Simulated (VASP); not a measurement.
Wanted: the native input for a VASP 6.6.1 run.

```
Task                               : single point
Functional                         : PBE-based screened hybrid with 25 % exact exchange
Potentials or basis                : VASP PAW PBE potentials, release 64 (Ga_d, As)
Cutoff                             : 520 eV
k mesh                             : 4 × 4 × 5
Occupations                        : fermi-dirac, width 0.05 eV
Spin                               : no spin polarisation
Dipole correction                  : no
Grid for exact exchange (PRECFOCK) : Normal
Share of exact exchange            : 0.25
Further INCAR settings             : ALGO = Normal; EDIFF = 1e-06; NBANDS = 16
Screening parameter                : 0.3 1/Å
```

The system is GaAs.

```xyz
2
Lattice="3.8101 0.0000 0.0000 0.0000 3.8101 0.0000 0.0000 0.0000 2.7389" Properties=species:S:1:pos:R:3 pbc="T T T"
Ga    1.9051    1.9051    1.3695
As    0.0000    0.0000    1.3695
```

The input as run:

POSCAR

```
GaAs
1.0
    3.8101400000      0.0000000000      0.0000000000
    0.0000000000      3.8101400000      0.0000000000
    0.0000000000      0.0000000000      2.7389100000
Ga As
1 1
Direct
    0.5000000000      0.5000000000      0.5000000000
    0.0000000000      0.0000000000      0.5000000000
```

INCAR.step1

```
  PREC = Accurate
  ENCUT = 520
  EDIFF = 1E-5
  ISMEAR = -1
  SIGMA = 0.05
  LREAL = F
  LASPH = T
  NELM = 80
  ALGO = Normal
  ISIF = 2
  LWAVE = T
  GGA = PE
  NBANDS = 16
```

INCAR.step2

```
  PREC = Accurate
  ENCUT = 520
  EDIFF = 1E-6
  ISMEAR = -1
  SIGMA = 0.05
  LREAL = F
  LASPH = T
  NELM = 80
  ALGO = Normal
  ISIF = 2
  LWAVE = F
  LCHARG = T
  GGA = PE
  LHFCALC = T
  AEXX = 0.25
  HFSCREEN = 0.3
  PRECFOCK = Normal
  LELF = T
  LVHAR = T
  ISTART = 1
  NBANDS = 16
```

KPOINTS

```
regular mesh
0
Gamma
  4 4 5
```

Potentials or basis: VASP PAW PBE potentials, release 64 (Ga_d, As).

Command:

```bash
$ cat potpaw_PBE.64/Ga_d/POTCAR potpaw_PBE.64/As/POTCAR > POTCAR
$ cp INCAR.step1 INCAR
$ mpirun -np 1 vasp_std > vasp.out
$ cp INCAR.step2 INCAR
$ mpirun -np 1 vasp_std > vasp.out
```

It gave:

```yaml
Pressure: -0.4 GPa
Band_gap_on_the_k_mesh: zero (bands 9 and 10 overlap by 5.04 eV)
```

Caveat: the k points lie up to 0.46 Å⁻¹ apart, too coarse for converged energies and pressures of a metal; the PAW data sets were made with another functional, which shifts forces and pressure a little.

It took 26 min on 1 thread of Intel(R) Xeon(R) Platinum 8259CL CPU @ 2.50GHz (Skylake/Cascade Lake), on a shared host, peak memory 0.26 GiB.
